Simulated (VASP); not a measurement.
The system is BiTe.

```
CELL_PARAMETERS angstrom
2.37325 1.37020 3.24957
-2.37325 1.37020 3.24957
0.00000 -2.74039 3.24957
ATOMIC_POSITIONS crystal
Bi 0.50000 0.50000 0.50000
Te 0.00000 0.00000 0.00000
```

Base run:

| Item | Value |
| --- | --- |
| Program | VASP 6.6.1 |
| Functional | PBE |
| Potentials or basis | VASP PAW PBE potentials, release 64 (Bi_d, Te) |
| Cutoff | 520 eV |
| k mesh | 7 × 7 × 7 |
| Occupations | fermi-dirac, width 0.05 eV |
| Spin | no spin polarisation |

Its results: pressure 3.6 GPa.

Task: After a change of settings the same cell gave: pressure -0.3 GPa. Which change was it?
A. functional from PBE to LDA; potentials or basis from VASP PAW PBE potentials, release 64 (Bi_d, Te) to VASP PAW LDA potentials, release 64 (Bi_d, Te)
B. functional from PBE to PBE0; k mesh from 7 × 7 × 7 to 4 × 4 × 4
C. functional from PBE to r2SCAN; further incar settings from ALGO = Normal; EDIFF = 1e-06; NBANDS = 18 to ALGO = Normal; EDIFF = 1e-07; NBANDS = 18
D. functional from PBE to r2SCAN

Result: A.
